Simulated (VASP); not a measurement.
# BaTiO3 (Pm-3m) in VASP: single point with r2SCAN+U

Aim: the single point of BaTiO3 with r2SCAN+U.

Everything below comes from runs of VASP 6.6.1. Logs are shortened: lines on timing, memory, paths and dates and some standing lists are left out, and cuts for length are marked.

## 1. The cell of the first run

Symmetry: Pm-3m, No. 221, cubic system. Conventional cell: a = 4.027 Å, b = 4.027 Å, c = 4.027 Å, α = 90.00°, β = 90.00°, γ = 90.00°. Within 3.8 Å of Ba (site symmetry m-3m) lie 12 O at 2.85 Å and 8 Ti at 3.49 Å. Within 2.7 Å of Ti (site symmetry m-3m) lie 6 O at 2.01 Å. O (site symmetry 4/mmm) has 2 Ti at 2.01 Å within 2.7 Å.

## 2. Single point, r2SCAN+U

File POSCAR:

```
BaTiO3
1.0
    4.0272384500      4.0272384500      0.0000000000
    0.0000000000      4.0272384500      4.0272384500
    4.0272384500      0.0000000000      4.0272384500
Ba Ti O
2 2 6
Direct
    0.2500000000      0.2500000000      0.2500000000
    0.7500000000      0.7500000000      0.7500000000
    0.0000000000      0.0000000000      0.0000000000
    0.5000000000      0.5000000000      0.5000000000
    0.2500000000      0.7500000000      0.2500000000
    0.7500000000      0.2500000000      0.7500000000
    0.2500000000      0.2500000000      0.7500000000
    0.7500000000      0.7500000000      0.2500000000
    0.2500000000      0.7500000000      0.7500000000
    0.7500000000      0.2500000000      0.2500000000
```

File INCAR.step1:

```
SYSTEM = BaTiO3
PREC     = Accurate       ! precision mode
ENCUT    = 520            ! plane-wave cutoff, eV
ISMEAR   = 0              ! smearing method
SIGMA    = 0.0166         ! smearing width, eV
LREAL    = .FALSE.        ! projectors in reciprocal space
LASPH    = .TRUE.         ! aspherical terms in the spheres
NELM     = 150            ! most SCF steps
LMAXMIX  = 4              ! l up to which the mixer works
LDAU     = .TRUE.         ! DFT+U
LDAUTYPE = 1            
LDAUL    = -1 2 -1        ! shell
LDAUU    = 0 7.36 0       ! U, eV
LDAUJ    = 0 0.59 0     
NBANDS   = 51             ! bands
GGA      = PE             ! functional
ALGO     = Normal         ! electronic algorithm
EDIFF    = 1E-4           ! SCF threshold, eV
LWAVE    = .TRUE.         ! write WAVECAR
LCHARG   = .FALSE.        ! write CHGCAR
```

File INCAR.step2:

```
SYSTEM = BaTiO3
PREC     = Accurate       ! precision mode
ENCUT    = 520            ! plane-wave cutoff, eV
EDIFF    = 1E-6           ! SCF threshold, eV
ISMEAR   = 0              ! smearing method
SIGMA    = 0.0166         ! smearing width, eV
LREAL    = .FALSE.        ! projectors in reciprocal space
LASPH    = .TRUE.         ! aspherical terms in the spheres
NELM     = 150            ! most SCF steps
ALGO     = Normal         ! electronic algorithm
ISIF     = 2              ! what is computed and relaxed
LWAVE    = .FALSE.        ! write WAVECAR
LCHARG   = .FALSE.        ! write CHGCAR
LMAXMIX  = 4              ! l up to which the mixer works
LDAU     = .TRUE.         ! DFT+U
LDAUTYPE = 1            
LDAUL    = -1 2 -1        ! shell
LDAUU    = 0 7.36 0       ! U, eV
LDAUJ    = 0 0.59 0     
LDAUPRINT= 1            
METAGGA  = R2SCAN         ! meta-GGA
LMIXTAU  = .TRUE.       
NBANDS   = 51             ! bands
ISTART   = 1
```

File KPOINTS:

```
Automatic mesh
0
G
  6 6 6
  0 0 0
```

Potentials or basis: VASP PAW PBE potentials, release 64 (Ba_sv, Ti_sv, O).

Command:

```sh
$ cat potpaw_PBE.64/Ba_sv/POTCAR potpaw_PBE.64/Ti_sv/POTCAR potpaw_PBE.64/O/POTCAR > POTCAR
$ cp INCAR.step1 INCAR
$ mpirun -np 1 vasp_std > vasp.out
$ cp INCAR.step2 INCAR
$ mpirun -np 1 vasp_std > vasp.out
```

OUTCAR:

```text
SYSTEM = BaTiO3
   PREC = Accurate
   ENCUT = 520
   EDIFF = 1E-6
   ISMEAR = 0
   LREAL = .FALSE.
   LASPH = .TRUE.
   NELM = 150
   ISIF = 2
   METAGGA = R2SCAN
   ISTART = 1

 ion  position               nearest neighbor table
   1  0.250  0.250  0.250-   5 2.85   7 2.85  10 2.85   6 2.85   7 2.85   9 2.85   5 2.85   8 2.85
                             9 2.85   6 2.85   8 2.85  10 2.85   3 3.49   4 3.49   3 3.49   3 3.49
   2  0.750  0.750  0.750-   6 2.85   8 2.85   9 2.85   5 2.85   8 2.85  10 2.85   6 2.85   7 2.85
                            10 2.85   5 2.85   7 2.85   9 2.85   3 3.49   4 3.49   4 3.49   4 3.49
   3  0.000  0.000  0.000-   5 2.01   6 2.01   7 2.01   8 2.01   9 2.01  10 2.01   1 3.49   2 3.49
                             2 3.49   2 3.49   2 3.49   1 3.49   1 3.49   1 3.49
   4  0.500  0.500  0.500-   5 2.01   6 2.01   7 2.01   8 2.01   9 2.01  10 2.01   1 3.49   2 3.49
                             1 3.49   1 3.49   1 3.49   2 3.49   2 3.49   2 3.49
   5  0.250  0.750  0.250-   3 2.01   4 2.01   1 2.85   2 2.85   1 2.85   2 2.85
   6  0.750  0.250  0.750-   3 2.01   4 2.01   2 2.85   1 2.85   2 2.85   1 2.85
   7  0.250  0.250  0.750-   3 2.01   4 2.01   1 2.85   1 2.85   2 2.85   2 2.85
   8  0.750  0.750  0.250-   3 2.01   4 2.01   2 2.85   2 2.85   1 2.85   1 2.85
   9  0.250  0.750  0.750-   3 2.01   4 2.01   2 2.85   1 2.85   1 2.85   2 2.85
  10  0.750  0.250  0.250-   3 2.01   4 2.01   1 2.85   2 2.85   2 2.85   1 2.85

  LATTYP: Found a face centered cubic cell.
 ALAT       =     8.0544769000

  Lattice vectors:

 A1 = (   4.0272384500,   4.0272384500,   0.0000000000)
 A2 = (   0.0000000000,   4.0272384500,   4.0272384500)
 A3 = (   4.0272384500,   0.0000000000,   4.0272384500)

Analysis of symmetry for initial positions (statically):
=====================================================================
 Subroutine PRICEL returns following result:

  LATTYP: Found a simple cubic cell.
 ALAT       =     4.0272384500

  Lattice vectors:

 A1 = (   0.0000000000,   0.0000000000,  -4.0272384500)
 A2 = (   0.0000000000,   4.0272384500,   0.0000000000)
 A3 = (   4.0272384500,   0.0000000000,   0.0000000000)

   2 primitive cells build up your supercell.

 Routine SETGRP: Setting up the symmetry group for a
 face centered cubic supercell.

 Subroutine GETGRP returns: Found 48 space group operations
 (whereof 48 operations were pure point group operations)
 out of a pool of 48 trial point group operations.

The static configuration has the point symmetry O_h .

Analysis of symmetry for dynamics (positions and initial velocities):
=====================================================================
 Subroutine PRICEL returns following result:

  LATTYP: Found a simple cubic cell.
 ALAT       =     4.0272384500

  Lattice vectors:

 A1 = (   0.0000000000,   0.0000000000,  -4.0272384500)
 A2 = (   0.0000000000,   4.0272384500,   0.0000000000)
 A3 = (   4.0272384500,   0.0000000000,   0.0000000000)

   2 primitive cells build up your supercell.

 Routine SETGRP: Setting up the symmetry group for a
 face centered cubic supercell.

 Subroutine GETGRP returns: Found 48 space group operations
 (whereof 48 operations were pure point group operations)
 out of a pool of 48 trial point group operations.

The dynamic configuration has the point symmetry O_h .

[... 132 lines left out ...]
  energy-cutoff  :      520.00
  volume of cell :      130.63
 maximum number of plane-waves:      3545
   NGX = 21   NGY = 21   NGZ = 21

atom =   3  type =  2  l = 2

 onsite density matrix

spin component  1

  0.0821  0.0000  0.0000  0.0000  0.0000
  0.0000  0.0821 -0.0000 -0.0000  0.0000
  0.0000 -0.0000  0.2231  0.0000 -0.0000
  0.0000 -0.0000  0.0000  0.0821 -0.0000
  0.0000  0.0000 -0.0000 -0.0000  0.2231

spin component  2

  0.0821  0.0000  0.0000  0.0000  0.0000
  0.0000  0.0821 -0.0000 -0.0000  0.0000
  0.0000 -0.0000  0.2231  0.0000 -0.0000
  0.0000 -0.0000  0.0000  0.0821 -0.0000
  0.0000  0.0000 -0.0000 -0.0000  0.2231

 occupancies and eigenvectors

  o =  0.0821  v =  0.0000  0.0171 -0.0000  0.9999  0.0000  0.0000  0.0000  0.0000  0.0000  0.0000      0.0000  0.0000  0.0000  0.0000  0.0000  0.0000  0.0000  0.0000  0.0000  0.0000
  o =  0.0821  v =  0.0000  0.0000  0.0000  0.0000  0.0000  0.0000  0.0171 -0.0000  0.9999  0.0000      0.0000  0.0000  0.0000  0.0000  0.0000  0.0000  0.0000  0.0000  0.0000  0.0000
  o =  0.0821  v =  1.0000  0.0000  0.0000  0.0000  0.0000  0.0000  0.0000  0.0000  0.0000  0.0000      0.0000  0.0000  0.0000  0.0000  0.0000  0.0000  0.0000  0.0000  0.0000  0.0000
  o =  0.0821  v =  0.0000  0.0000  0.0000  0.0000  0.0000  1.0000  0.0000  0.0000  0.0000  0.0000      0.0000  0.0000  0.0000  0.0000  0.0000  0.0000  0.0000  0.0000  0.0000  0.0000
  o =  0.0821  v =  0.0000  0.9999 -0.0000 -0.0171 -0.0000  0.0000  0.0000  0.0000  0.0000  0.0000      0.0000  0.0000  0.0000  0.0000  0.0000  0.0000  0.0000  0.0000  0.0000  0.0000
  o =  0.0821  v =  0.0000  0.0000  0.0000  0.0000  0.0000  0.0000  0.9999 -0.0000 -0.0171 -0.0000      0.0000  0.0000  0.0000  0.0000  0.0000  0.0000  0.0000  0.0000  0.0000  0.0000
  o =  0.2231  v =  0.0000  0.0000  0.0000  0.0000  0.0000  0.0000  0.0000  1.0000  0.0000  0.0039      0.0000  0.0000  0.0000  0.0000  0.0000  0.0000  0.0000  0.0000  0.0000  0.0000
  o =  0.2231  v =  0.0000  0.0000  1.0000  0.0000  0.0039  0.0000  0.0000  0.0000  0.0000  0.0000      0.0000  0.0000  0.0000  0.0000  0.0000  0.0000  0.0000  0.0000  0.0000  0.0000
  o =  0.2231  v =  0.0000  0.0000  0.0000  0.0000  0.0000  0.0000 -0.0000  0.0039  0.0000 -1.0000      0.0000  0.0000  0.0000  0.0000  0.0000  0.0000  0.0000  0.0000  0.0000  0.0000
  o =  0.2231  v =  0.0000 -0.0000  0.0039  0.0000 -1.0000  0.0000  0.0000  0.0000  0.0000  0.0000      0.0000  0.0000  0.0000  0.0000  0.0000  0.0000  0.0000  0.0000  0.0000  0.0000

atom =   4  type =  2  l = 2

 onsite density matrix

spin component  1

  0.0821  0.0000 -0.0000  0.0000  0.0000
  0.0000  0.0821 -0.0000  0.0000 -0.0000
 -0.0000 -0.0000  0.2231 -0.0000  0.0000
  0.0000  0.0000 -0.0000  0.0821 -0.0000
  0.0000 -0.0000  0.0000 -0.0000  0.2231

spin component  2

  0.0821  0.0000 -0.0000  0.0000  0.0000
  0.0000  0.0821 -0.0000  0.0000 -0.0000
 -0.0000 -0.0000  0.2231 -0.0000  0.0000
  0.0000  0.0000 -0.0000  0.0821 -0.0000
  0.0000 -0.0000  0.0000 -0.0000  0.2231

 occupancies and eigenvectors

  o =  0.0821  v =  0.0000 -0.1199  0.0000  0.9928  0.0000  0.0000  0.0000  0.0000  0.0000  0.0000      0.0000  0.0000  0.0000  0.0000  0.0000  0.0000  0.0000  0.0000  0.0000  0.0000
  o =  0.0821  v =  0.0000  0.0000  0.0000  0.0000  0.0000  0.0000 -0.1199  0.0000  0.9928  0.0000      0.0000  0.0000  0.0000  0.0000  0.0000  0.0000  0.0000  0.0000  0.0000  0.0000
  o =  0.0821  v =  0.0000  0.9928 -0.0000  0.1199 -0.0000  0.0000  0.0000  0.0000  0.0000  0.0000      0.0000  0.0000  0.0000  0.0000  0.0000  0.0000  0.0000  0.0000  0.0000  0.0000
  o =  0.0821  v =  0.0000  0.0000  0.0000  0.0000  0.0000  0.0000  0.9928 -0.0000  0.1199 -0.0000      0.0000  0.0000  0.0000  0.0000  0.0000  0.0000  0.0000  0.0000  0.0000  0.0000
  o =  0.0821  v =  0.0000  0.0000  0.0000  0.0000  0.0000  1.0000  0.0000  0.0000  0.0000  0.0000      0.0000  0.0000  0.0000  0.0000  0.0000  0.0000  0.0000  0.0000  0.0000  0.0000
  o =  0.0821  v =  1.0000  0.0000  0.0000  0.0000  0.0000  0.0000  0.0000  0.0000  0.0000  0.0000      0.0000  0.0000  0.0000  0.0000  0.0000  0.0000  0.0000  0.0000  0.0000  0.0000
  o =  0.2231  v =  0.0000  0.0000  0.0000  0.0000  0.0000  0.0000 -0.0000  1.0000  0.0000  0.0011      0.0000  0.0000  0.0000  0.0000  0.0000  0.0000  0.0000  0.0000  0.0000  0.0000
  o =  0.2231  v =  0.0000 -0.0000  1.0000  0.0000  0.0011  0.0000  0.0000  0.0000  0.0000  0.0000      0.0000  0.0000  0.0000  0.0000  0.0000  0.0000  0.0000  0.0000  0.0000  0.0000
  o =  0.2231  v =  0.0000  0.0000 -0.0011  0.0000  1.0000  0.0000  0.0000  0.0000  0.0000  0.0000      0.0000  0.0000  0.0000  0.0000  0.0000  0.0000  0.0000  0.0000  0.0000  0.0000
  o =  0.2231  v =  0.0000  0.0000  0.0000  0.0000  0.0000  0.0000  0.0000 -0.0011  0.0000  1.0000      0.0000  0.0000  0.0000  0.0000  0.0000  0.0000  0.0000  0.0000  0.0000  0.0000

 number of electron      80.0000000 magnetization

 Free energy of the ion-electron system (eV)
  ---------------------------------------------------
  ext. energy  EPLUGINS =         0.00000000
  ---------------------------------------------------
  free energy    TOTEN  =      -140.08200501 eV

  energy without entropy =     -140.08200501  energy(sigma->0) =     -140.08200501

 E-fermi :   3.6888     XC(G=0): -11.8254

 val. band max:        3.6194313961   @ k =   0.0000   0.0000   0.0000
 cond. band min:       6.6467714658   @ k =   0.0000   0.0000   0.0000
 fundamental gap:      3.0273400697
 Fermi energy:         3.6887593887

 k-point     1 :       0.0000    0.0000    0.0000
  band No.  band energies     occupation
      1     -57.1813      2.00000
      2     -57.1787      2.00000
      3     -32.2768      2.00000
      4     -32.2767      2.00000
      5     -32.2767      2.00000
      6     -32.2399      2.00000
[... 853 lines left out ...]
     50      11.0534      0.00000
     51      11.4741      0.00000

------------------------ aborting loop because EDIFF is reached ----------------------------------------

  FORCE on cell =-STRESS in cart. coord.  units (eV):
  Direction    XX          YY          ZZ          XY          YZ          ZX
  --------------------------------------------------------------------------------------
  -------------------------------------------------------------------------------------
  Total        2.2250964      2.2250964      2.2250964      0.0000000      0.0000000      0.0000000
  in kB       27.2902418     27.2902418     27.2902418      0.0000000      0.0000000      0.0000000
  external PRESSURE =      27.2902418 kB  Pullay stress =       0.0000000 kB

 VOLUME and BASIS-vectors are now :
 -----------------------------------------------------------------------------
  energy-cutoff  :      520.00
  volume of cell :      130.63
      direct lattice vectors                 reciprocal lattice vectors
     4.027238450  4.027238450  0.000000000     0.124154556  0.124154556 -0.124154556
     0.000000000  4.027238450  4.027238450    -0.124154556  0.124154556  0.124154556
     4.027238450  0.000000000  4.027238450     0.124154556 -0.124154556  0.124154556

 POSITION                                       TOTAL-FORCE (eV/Angst)
 -----------------------------------------------------------------------------------
      2.01362      2.01362      2.01362        -0.000000     -0.000000      0.000000
      6.04086      6.04086      6.04086         0.000000     -0.000000      0.000000
      0.00000      0.00000      0.00000        -0.000000     -0.000000      0.000000
      4.02724      4.02724      4.02724        -0.000000     -0.000000      0.000000
      2.01362      4.02724      4.02724         0.000000      0.000000     -0.000000
      6.04086      4.02724      4.02724         0.000000      0.000000      0.000000
      4.02724      2.01362      4.02724        -0.000000      0.000000     -0.000000
      4.02724      6.04086      4.02724         0.000000      0.000000     -0.000000
      4.02724      4.02724      6.04086        -0.000000     -0.000000      0.000000
      4.02724      4.02724      2.01362         0.000000     -0.000000     -0.000000
 -----------------------------------------------------------------------------------
    total drift:                                0.000000      0.000000     -0.000000

  FREE ENERGIE OF THE ION-ELECTRON SYSTEM (eV)
  ---------------------------------------------------
  free  energy   TOTEN  =      -140.0820050112 eV

  energy  without entropy=     -140.0820050112  energy(sigma->0) =     -140.08200501
```

It took 11 min on 1 thread of AMD EPYC 7R13 (Zen 3), shared host; peak memory 0.3 GiB.

What came out:

| Quantity | Value |
| --- | --- |
| Free energy | -140.0820 eV |
| Pressure | 2.7 GPa |
| Band gap on the k mesh | 3.03 eV |

Levels at points of the mesh, in eV from the valence-band top:
```tsv
k point	band 37	band 38	band 39	band 40	band 41	band 42	band 43	band 44
(0.00, 0.00, 0.00)	-0.24	0.00	0.00	0.00	3.03	3.03	3.03	4.20
(0.50, 0.00, 0.00)	-0.73	-0.73	-0.59	-0.59	4.33	4.33	4.33	4.33
(0.50, 0.50, 0.00)	-0.93	-0.86	-0.86	-0.09	3.23	4.21	4.65	4.65
```

Eigenvalues of the final occupation matrices:
```
    site  spin  trace               eigenvalues
site 3 d     1   0.69  0.08 0.08 0.08 0.22 0.22
site 3 d     2   0.69  0.08 0.08 0.08 0.22 0.22
site 4 d     1   0.69  0.08 0.08 0.08 0.22 0.22
site 4 d     2   0.69  0.08 0.08 0.08 0.22 0.22
```

Caveat: the PAW data sets were made with another functional, which shifts forces and pressure a little; spin-orbit coupling is left out, which moves the levels of the heavy elements. A k mesh can miss the band edges.
